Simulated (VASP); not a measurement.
## Ca: single point with r2SCAN

Crystal: Ca.

```
Ca
1.0
     0.00000    2.76240    2.76240
     2.76240    0.00000    2.76240
     2.76240    2.76240    0.00000
Ca
1
Direct
  0.00000 0.00000 0.00000
```

- Program: VASP 6.6.1
- Task: single point
- Functional: r2SCAN
- Potentials or basis: VASP PAW PBE potentials, release 64 (Ca_sv)
- Cutoff: 520 eV
- k mesh: 14 × 14 × 14
- Occupations: gaussian, width 0.1 eV
- Spin: no spin polarisation

```json
{
  "Pressure": "0.5 GPa",
  "Band gap on the k mesh": "zero (bands 5 and 6 overlap by 0.49 eV)"
}
```

Levels at points of the mesh, in eV from the Fermi level:
```
           k point  band 3  band 4  band 5  band 6  band 7  band 8
(0.00, 0.00, 0.00)  -23.79  -23.79   -4.28    2.72    2.72    2.72
(0.50, 0.00, 0.00)  -23.81  -23.81   -0.94   -0.27    2.57    2.57
(0.50, 0.50, 0.00)  -23.85  -23.85   -0.40    0.76    0.95    4.56
```

It took 5.1 min on 1 thread of Intel Xeon 8259CL, on a shared host, peak memory 0.2 GiB.

Caveat: the PAW data sets were made with another functional, which shifts forces and pressure a little.
